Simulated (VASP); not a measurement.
Crystal: ScHO2.

```
CELL_PARAMETERS angstrom
3.23353 0.00000 0.00000
-1.61677 2.80032 0.00000
0.00000 0.00000 9.06213
ATOMIC_POSITIONS crystal
Sc 0.00000 0.00000 0.50000
Sc 0.00000 0.00000 0.00000
H 0.66667 0.33333 0.75000
H 0.33333 0.66667 0.25000
O 0.66667 0.33333 0.61559
O 0.66667 0.33333 0.88441
O 0.33333 0.66667 0.11559
O 0.33333 0.66667 0.38441
```

```yaml
Program: VASP 6.6.1
Task: relaxation of cell and atoms
Functional: PBEsol
Potentials_or_basis: VASP PAW PBE potentials, release 64 (Sc_sv, H, O)
Cutoff: 600 eV
k_mesh: 12 × 12 × 4
Occupations: gaussian, width 0.02 eV
Spin: no spin polarisation
```

At the start: pressure -4.8 GPa; volume 10.26 Å³/atom.

How do energy, volume and symmetry change on relaxing?

Over 7 steps the energy falls by 5.0 meV/atom and the volume is 9.95 Å³/atom (-3.0 %); space group P6_3/mmc (No. 194, to 0.05 Å).

Step by step:
| step | energy change (eV) | largest force (eV/Å) | pressure (GPa) | volume (Å³) |
| --- | --- | --- | --- | --- |
| 1 | 0.0000 | 0.2236 | -4.82 | 82.06 |
| 2 | -0.0271 | 0.2641 | 2.69 | 78.44 |
| 3 | -0.0396 | 0.0803 | -0.16 | 79.71 |
| 4 | -0.0399 | 0.0364 | 0.07 | 79.57 |
| 5 | -0.0400 | 0.0004 | 0.00 | 79.61 |
| 6 | -0.0401 | 0.0006 | 0.01 | 79.59 |
| 7 | -0.0401 | 0.0015 | 0.01 | 79.58 |

Final structure:
```yaml
crystal:
  lattice:
    - [3.19769, 0.00000, 0.00000]
    - [-1.59884, 2.76928, 0.00000]
    - [0.00000, 0.00000, 8.98689]
  atoms:
    - { symbol: Sc, position: [0.00000, 0.00000, 0.50000] }
    - { symbol: Sc, position: [0.00000, 0.00000, 0.00000] }
    - { symbol: H, position: [0.66667, 0.33333, 0.75000] }
    - { symbol: H, position: [0.33333, 0.66667, 0.25000] }
    - { symbol: O, position: [0.66667, 0.33333, 0.61517] }
    - { symbol: O, position: [0.66667, 0.33333, 0.88483] }
    - { symbol: O, position: [0.33333, 0.66667, 0.11517] }
    - { symbol: O, position: [0.33333, 0.66667, 0.38483] }
```

Caveat: the PAW data sets were made with another functional, which shifts forces and pressure a little.
